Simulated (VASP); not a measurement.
# BaF2: single point with PBE

Crystal: BaF2.

```xyz
3
Lattice="0.0000 3.0443 3.0443 3.0443 0.0000 3.0443 3.0443 3.0443 0.0000" Properties=species:S:1:pos:R:3 pbc="T T T"
Ba    0.0000    0.0000    0.0000
F     1.5222    1.5222    1.5222
F     4.5665    4.5665    4.5665
```

This cell differs from its parent crystal: Ca replaced by Ba, lengths x 1.081, strained.

* Program: VASP 6.6.1
* Task: single point
* Functional: PBE
* Potentials or basis: VASP PAW PBE potentials, release 64 (Ba_sv, F_h)
* Cutoff: 1350 eV
* k mesh: 6 × 6 × 6
* Occupations: gaussian, width 0.02 eV
* Spin: no spin polarisation
* Dipole correction: no
* Further INCAR settings: ALGO = Normal; EDIFF = 1e-06; NBANDS = 19

* Pressure: 6.2 GPa
* Band gap on the k mesh: 7.03 eV (least direct gap 7.12 eV)

Levels at points of the mesh, in eV from the valence-band top:
```tsv
k point	band 9	band 10	band 11	band 12	band 13	band 14	band 15	band 16
(0.00, 0.00, 0.00)	-1.65	-0.09	-0.09	-0.09	7.03	9.40	9.40	11.85
(0.50, 0.00, 0.00)	-0.71	-0.34	-0.14	-0.14	9.41	9.41	9.45	10.02
(0.50, 0.50, 0.00)	-0.42	-0.27	-0.27	-0.16	7.36	9.30	11.01	12.41
```

Wall time 66 s on 1 thread of AMD EPYC 7R13 Processor (Zen 3), with other jobs on the host, peak memory 0.38 GiB.

Caveat: the cell differs from its parent crystal (Ca replaced by Ba, lengths x 1.081, strained); the cell stands under pressure; spin-orbit coupling is left out, which moves the levels of the heavy elements. A k mesh can miss the band edges.
